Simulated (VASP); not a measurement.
# Be16P in VASP: a series of runs

Be16P is run at these levels: PBE; tasks: single point, relaxation of the atoms.

Program: VASP 6.6.1. These are calculated values, not measurements. Logs are shortened: lines on timing, memory, paths and dates and some standing lists are left out, and cuts for length are marked.

### 1 The cell of the first run

The cell holds a slab with vacuum, 17 atoms: a = 4.580 Å, b = 4.580 Å, c = 17.383 Å, α = 90.00°, β = 90.00°, γ = 60.00°.

### 2 Single point, PBE

File INCAR:

```
ALGO     = Normal         # electronic algorithm
EDIFF    = 1E-6           # SCF threshold, eV
ENCUT    = 520            # plane-wave cutoff, eV
GGA      = PE             # functional
ISIF     = 2              # what is computed and relaxed
ISMEAR   = -1             # smearing method
LASPH    = True           # aspherical terms in the spheres
LCHARG   = False          # write CHGCAR
LREAL    = Auto         
LWAVE    = False          # write WAVECAR
NBANDS   = 32             # bands
NELM     = 60             # most SCF steps
PREC     = Accurate       # precision mode
SIGMA    = 0.15           # smearing width, eV
```

File KPOINTS:

```
k-points
0
Gamma
  3 3 1
```

File POSCAR:

```
Be16P
1.0
    4.5800000000      0.0000000000      0.0000000000
    2.2900000000      3.9663960000      0.0000000000
    0.0000000000      0.0000000000     17.3826450000
Be P
16 1
Direct
   -0.1666667000      0.3333333000      0.0575286000
    0.3333333000      0.3333333000      0.0575286000
   -0.1666667000      0.8333333000      0.0575286000
    0.3333333000      0.8333333000      0.0575286000
    0.0009807483     -0.0013108906      0.1631787860
    0.4999000216     -0.0002343699      0.1653706586
    0.0009652927      0.4993552233      0.1633617781
    0.5001572079      0.4993790469      0.1634184522
   -0.1661519146      0.3319424610      0.2608493496
    0.3370143504      0.3258453226      0.2668459735
   -0.1738347214      0.8352349229      0.2666202678
    0.3372897915      0.8353395547      0.2665559733
    0.0017614852     -0.0049467696      0.3667368900
    0.4997006512     -0.0011331305      0.3745784790
    0.0009228739      0.5007084619      0.3676263193
    0.4975664170      0.5000267176      0.3675199707
   -0.1689746177      0.3300206973      0.4615116307
```

Potentials or basis: VASP PAW PBE potentials, release 64 (Be, P).

Started as:

```sh
$ cat potpaw_PBE.64/Be/POTCAR potpaw_PBE.64/P/POTCAR > POTCAR
$ mpirun -np 1 vasp_std > vasp.out
```

OUTCAR:

```text
EDIFF = 1E-6
   ENCUT = 520
   GGA = PE
   ISIF = 2
   ISMEAR = -1
   LASPH = True
   LREAL = Auto
   NELM = 60
   PREC = Accurate

 ion  position               nearest neighbor table
   1  0.833  0.333  0.058-   8 2.27   5 2.27   7 2.27   3 2.29   3 2.29   4 2.29   4 2.29   2 2.29
                             2 2.29
   2  0.333  0.333  0.058-   7 2.26   8 2.27   4 2.29   3 2.29   4 2.29   3 2.29   1 2.29   1 2.29
                             6 2.29
   3  0.833  0.833  0.058-   5 2.26   7 2.27   1 2.29   1 2.29   2 2.29   2 2.29   4 2.29   4 2.29
                             6 2.29
   4  0.333  0.833  0.058-   5 2.26   8 2.27   2 2.29   1 2.29   2 2.29   1 2.29   3 2.29   3 2.29
                             6 2.29
   5  0.001  0.999  0.163-   9 2.15  12 2.24  11 2.24   4 2.26   3 2.26   1 2.27   8 2.29   7 2.29
                             6 2.29   6 2.29   7 2.29   8 2.29
   6  0.500  1.000  0.165-  11 2.18  12 2.19  10 2.19   7 2.29   5 2.29   8 2.29   8 2.29   5 2.29
                             4 2.29   7 2.29   3 2.29   2 2.29
   7  0.001  0.499  0.163-   9 2.15  11 2.24  10 2.24   2 2.26   1 2.27   3 2.27   8 2.29   6 2.29
                             5 2.29   5 2.29   6 2.29   8 2.29
   8  0.500  0.499  0.163-   9 2.15  12 2.23  10 2.24   2 2.27   1 2.27   4 2.27   7 2.29   5 2.29
                             6 2.29   6 2.29   5 2.29   7 2.29
   9  0.834  0.332  0.261-   8 2.15   5 2.15   7 2.15  13 2.27  16 2.28  15 2.28  11 2.29  10 2.29
                            12 2.29  12 2.29  10 2.29  11 2.29
  10  0.337  0.326  0.267-   6 2.19  16 2.20  15 2.20   7 2.24   8 2.24  11 2.24  12 2.25  14 2.28
                             9 2.29   9 2.29  12 2.33  11 2.34
  11  0.826  0.835  0.267-   6 2.18  13 2.19  15 2.20   7 2.24  12 2.24   5 2.24  10 2.24  14 2.28
                             9 2.29   9 2.29  10 2.34  12 2.34
  12  0.337  0.835  0.267-   6 2.19  13 2.19  16 2.20   8 2.23   5 2.24  11 2.24  10 2.25  14 2.28
                             9 2.29   9 2.29  10 2.33  11 2.34
  13  0.002  0.995  0.367-  17 2.12  11 2.19  12 2.19  15 2.27  16 2.27   9 2.27  14 2.29  14 2.29
                            16 2.31  15 2.31
  14  0.500  0.999  0.375-  10 2.28  12 2.28  11 2.28  15 2.29  16 2.29  13 2.29  16 2.29  15 2.29
                            13 2.29
  15  0.001  0.501  0.368-  17 2.12  11 2.20  10 2.20  13 2.27  16 2.27   9 2.28  14 2.29  14 2.29
                            16 2.31  13 2.31
  16  0.498  0.500  0.368-  17 2.10  10 2.20  12 2.20  13 2.27  15 2.27   9 2.28  14 2.29  14 2.29
                            15 2.31  13 2.31
  17  0.831  0.330  0.462-  16 2.10  13 2.12  15 2.12

  LATTYP: Found a hexagonal cell.
 ALAT       =     4.5799996975
 C/A-ratio  =     3.7953375869

  Lattice vectors:

 A1 = (  -2.2900000000,  -3.9663960000,   0.0000000000)
 A2 = (   4.5800000000,   0.0000000000,   0.0000000000)
 A3 = (   0.0000000000,   0.0000000000,  17.3826450000)

Analysis of symmetry for initial positions (statically):
=====================================================================
 Subroutine PRICEL returns:
 Original cell was already a primitive cell.
[... 148 lines left out ...]
   EFERMI_NEDOS =   21; number of points for ismear=-14 and -15
   IALGO  =     38    algorithm
   IMIX   =      4    mixing-type and parameters
     AMIX     =   0.40;   BMIX     =  1.00
     AMIX_MAG =   1.60;   BMIX_MAG =  1.00
  volume/ion in A,a.u.               =      18.57       125.35
  Fermi-wavevector in a.u.,A,eV,Ry     =   0.801093  1.513846  8.731539  0.641750
  Thomas-Fermi vector in A             =   1.908514
   LORBIT       =      0    0 simple, 1 ext, 2 COOP (PROOUT), +10 PAW based schemes
   GGA     = PE    functional components
   LHFCALC =     F    Hartree Fock is set to
   AEXX    =    0.0000 exact exchange contribution
   IVDW    =     0    specifies the selected vdW correction
   LEPSILON=     F    determine dielectric tensor
   LRPA    =     F    only Hartree local field effects (RPA)
 non-spin polarized calculation
  energy-cutoff  :      520.00
  volume of cell :      315.77
 maximum number of plane-waves:      8615
 NGX is ok and might be reduce to    36
   NGX = 17   NGY = 17   NGZ = 65

 number of electron      37.0000000 magnetization

 Free energy of the ion-electron system (eV)
  ---------------------------------------------------
  ext. energy  EPLUGINS =         0.00000000
  ---------------------------------------------------
  free energy    TOTEN  =       -61.61828838 eV

  energy without entropy =      -61.24292861  energy(sigma->0) =      -61.43060849

 E-fermi :   0.2115     XC(G=0):  -6.0235

 val. band max:        0.0172662918   @ k =  -0.3333   0.3333   0.0000
 cond. band min:       0.3645679466   @ k =   0.3333   0.3333   0.0000
 fundamental gap:      0.3473016547
 Fermi energy:         0.2115006039

 k-point     1 :       0.0000    0.0000    0.0000
  band No.  band energies     occupation
      1     -10.6840      2.00000
      2      -9.6843      2.00000
      3      -8.2130      2.00000
      4      -6.0883      2.00000
      5      -3.8147      2.00000
      6      -3.8105      2.00000
[... 154 lines left out ...]
     29       6.0223      0.00000
     30       6.1265      0.00000
 [bands above 30 left out]

------------------------ aborting loop because EDIFF is reached ----------------------------------------

  FORCE on cell =-STRESS in cart. coord.  units (eV):
  Direction    XX          YY          ZZ          XY          YZ          ZX
  --------------------------------------------------------------------------------------
  -------------------------------------------------------------------------------------
  Total       -6.7085020     -6.6779657      0.0979818     -0.1172451      0.0575008      0.1488973
  in kB      -34.0375838    -33.8826488      0.4971397     -0.5948781      0.2917477      0.7554747
  external PRESSURE =     -22.4743643 kB  Pullay stress =       0.0000000 kB

 VOLUME and BASIS-vectors are now :
 -----------------------------------------------------------------------------
  energy-cutoff  :      520.00
  volume of cell :      315.77
      direct lattice vectors                 reciprocal lattice vectors
     4.580000000  0.000000000  0.000000000     0.218340611 -0.126059022  0.000000000
     2.290000000  3.966396000  0.000000000     0.000000000  0.252118044  0.000000000
     0.000000000  0.000000000 17.382645000     0.000000000  0.000000000  0.057528644

 POSITION                                       TOTAL-FORCE (eV/Angst)
 -----------------------------------------------------------------------------------
      4.58000      1.32213      1.00000         0.002658      0.002920     -0.063487
      2.29000      1.32213      1.00000        -0.000448     -0.059892      0.022334
      5.72500      3.30533      1.00000        -0.056325      0.017850      0.018507
      3.43500      3.30533      1.00000         0.056160      0.017466      0.016858
      2.29149      3.96120      2.83648        -0.016337     -0.028469      0.008943
      4.57901      3.96547      2.87458         0.010020     -0.007517     -0.034525
[... 9 lines left out ...]
      3.42392      1.98330      6.38847        -0.011717      0.011295     -0.024921
      4.56184      1.30899      8.02229         0.049211     -0.022220     -0.050986
 -----------------------------------------------------------------------------------
    total drift:                                0.000480     -0.000124      0.002461

  FREE ENERGIE OF THE ION-ELECTRON SYSTEM (eV)
  ---------------------------------------------------
  free  energy   TOTEN  =       -61.6182883802 eV

  energy  without entropy=      -61.2429286052  energy(sigma->0) =      -61.43060849
```

stdout:

```text
POSCAR found type information on POSCAR BeP
 POSCAR found :  2 types and      17 ions
 scaLAPACK will be used
 LDA part: xc-table for (Slater+PW92), standard interpolation
 POSCAR, INCAR and KPOINTS ok, starting setup
 FFT: planning ... GRIDC
 FFT: planning ... GRID_SOFT
 FFT: planning ... GRID
 WAVECAR not read
 entering main loop
```

It took 1.7 min on 1 thread of Intel Xeon Platinum 8488C (Sapphire Rapids), shared host; peak memory 0.41 GiB.

What came out:

| Item | Value |
| --- | --- |
| Free energy | -61.6183 eV |
| Largest force | 0.095 eV/Å |
| Band gap on the k mesh | zero (an odd number of electrons rules out a gap without spin polarisation) |

Forces on the atoms (eV/Å):
```
Be   0.003  0.003 -0.063
Be   0.000 -0.060  0.022
Be  -0.056  0.018  0.019
Be   0.056  0.017  0.017
Be  -0.016 -0.028  0.009
Be   0.010 -0.008 -0.035
Be   0.017  0.023  0.003
Be  -0.032  0.019 -0.013
Be  -0.001 -0.001  0.044
Be  -0.014  0.021 -0.033
Be   0.046 -0.008 -0.024
Be  -0.033 -0.012 -0.010
Be   0.003  0.059  0.075
Be   0.024  0.011  0.036
Be  -0.043 -0.043  0.029
Be  -0.012  0.011 -0.025
P    0.049 -0.022 -0.051
```

Caveat: the k points lie up to 0.53 Å⁻¹ apart, too coarse for converged energies and pressures of a metal.

### 3 Relaxation of the atoms, PBE

File INCAR:

```
PREC = Accurate ; ENCUT = 520
EDIFF = 1E-6 ; ISMEAR = -1
SIGMA = 0.15 ; LREAL = Auto
LASPH = T ; NELM = 100
ALGO = Normal ; ISIF = 2
LWAVE = F ; LCHARG = F
GGA = PE ; IBRION = 2
NSW = 45 ; EDIFFG = -0.08
```

File KPOINTS:

```
regular mesh
0
Gamma
  3 3 1
```

File POSCAR:

```
Be16P
1.0
    4.5800000000      0.0000000000      0.0000000000
    2.2900000000      3.9663960000      0.0000000000
    0.0000000000      0.0000000000     17.3826450000
Be P
16 1
Selective dynamics
Direct
   -0.1666667000      0.3333333000      0.0575286000  F F F
    0.3333333000      0.3333333000      0.0575286000  F F F
   -0.1666667000      0.8333333000      0.0575286000  F F F
    0.3333333000      0.8333333000      0.0575286000  F F F
    0.0000000000      0.0000000000      0.1607474000  T T T
    0.5000000000      0.0000000000      0.1607474000  T T T
    0.0000000000      0.5000000000      0.1607474000  T T T
    0.5000000000      0.5000000000      0.1607474000  T T T
   -0.1666667000      0.3333333000      0.2639662000  T T T
    0.3333333000      0.3333333000      0.2639662000  T T T
   -0.1666667000      0.8333333000      0.2639662000  T T T
    0.3333333000      0.8333333000      0.2639662000  T T T
    0.0000000000      0.0000000000      0.3671849000  T T T
    0.5000000000      0.0000000000      0.3671849000  T T T
    0.0000000000      0.5000000000      0.3671849000  T T T
    0.5000000000      0.5000000000      0.3671849000  T T T
    0.0028095000      0.4815574000      0.4856939000  T T T
```

Potentials or basis: VASP PAW PBE potentials, release 64 (Be, P).

Started as:

```sh
$ cat potpaw_PBE.64/Be/POTCAR potpaw_PBE.64/P/POTCAR > POTCAR
$ mpirun -np 1 vasp_std > vasp.out
```

It took 26 min on 1 thread of Intel Xeon Platinum 8488C (Sapphire Rapids), shared host; peak memory 0.47 GiB.

The run converged. Its results:

| Item | Value |
| --- | --- |
| Free energy | -61.6141 eV |
| Energy gained by relaxing | 86.7 meV/atom |
| Ionic steps | 38 |
| Band gap on the k mesh | zero (an odd number of electrons rules out a gap without spin polarisation) |

Step by step:
```tsv
step	energy change (eV)	largest force on free atoms (eV/Å)	pressure (GPa)
1	0.0000	1.5998	-3.25
2	-0.1687	0.9333	-3.11
3	-0.2484	2.1120	-2.79
4	-0.3519	1.8263	-2.85
5	-0.5673	0.7802	-2.92
6	-0.2873	2.6156	-2.25
7	-0.6024	0.6232	-2.88
8	-0.6049	0.6661	-2.85
9	-0.6892	0.6791	-2.93
10	-0.7594	1.0040	-2.94
11	-0.8320	1.0021	-2.81
12	-0.8440	1.2860	-2.69
13	-0.9055	1.0309	-2.71
14	-0.9929	0.8252	-2.71
15	-1.0665	0.6067	-2.79
16	-1.1633	0.8789	-2.95
17	-1.2358	0.4326	-2.81
18	-1.2757	0.5853	-2.54
19	-1.3477	0.3228	-2.54
20	-1.3742	0.3253	-2.52
21	-1.4004	0.2082	-2.51
22	-1.4102	0.1636	-2.48
23	-1.4194	0.1823	-2.43
24	-1.4220	0.2892	-2.38
25	-1.4280	0.1844	-2.42
26	-1.4314	0.2029	-2.47
27	-1.4373	0.1647	-2.45
28	-1.4448	0.1098	-2.38
29	-1.4502	0.0893	-2.36
30	-1.4522	0.1089	-2.34
31	-1.4576	0.0971	-2.33
32	-1.4597	0.1418	-2.31
33	-1.4641	0.0806	-2.28
34	-1.4679	0.1056	-2.22
35	-1.4682	0.1299	-2.19
36	-1.4713	0.1294	-2.24
37	-1.4713	0.1059	-2.24
38	-1.4737	0.0480	-2.20
```

Final structure:
```xyz
17
Lattice="4.5800 0.0000 0.0000 2.2900 3.9664 0.0000 0.0000 0.0000 17.3826" Properties=species:S:1:pos:R:3 pbc="T T T"
Be    4.5800    1.3221    1.0000
Be    2.2900    1.3221    1.0000
Be    5.7250    3.3053    1.0000
Be    3.4350    3.3053    1.0000
Be    2.2937    3.9445    2.8335
Be    4.5839    3.9539    2.8650
Be    1.1565    1.9675    2.8313
Be    3.4397    1.9664    2.8400
Be    4.5975    1.3003    4.5329
Be    2.3079    1.2828    4.6304
Be    5.7106    3.2997    4.6232
Be    3.4657    3.2937    4.6294
Be    2.2925    3.9336    6.3617
Be    2.2667    0.0090    6.5024
Be    1.1731    1.9941    6.3653
Be    3.4652    1.9641    6.4117
P     4.6963    1.2559    8.0145
```

Levels at points of the mesh, in eV from the Fermi level:
```tsv
k point	band 16	band 17	band 18	band 19	band 20	band 21
(0.00, 0.00, 0.00)	-1.94	-1.88	-1.77	-1.09	-0.75	1.82
```

Caveat: the k points lie up to 0.53 Å⁻¹ apart, too coarse for converged energies and pressures of a metal.
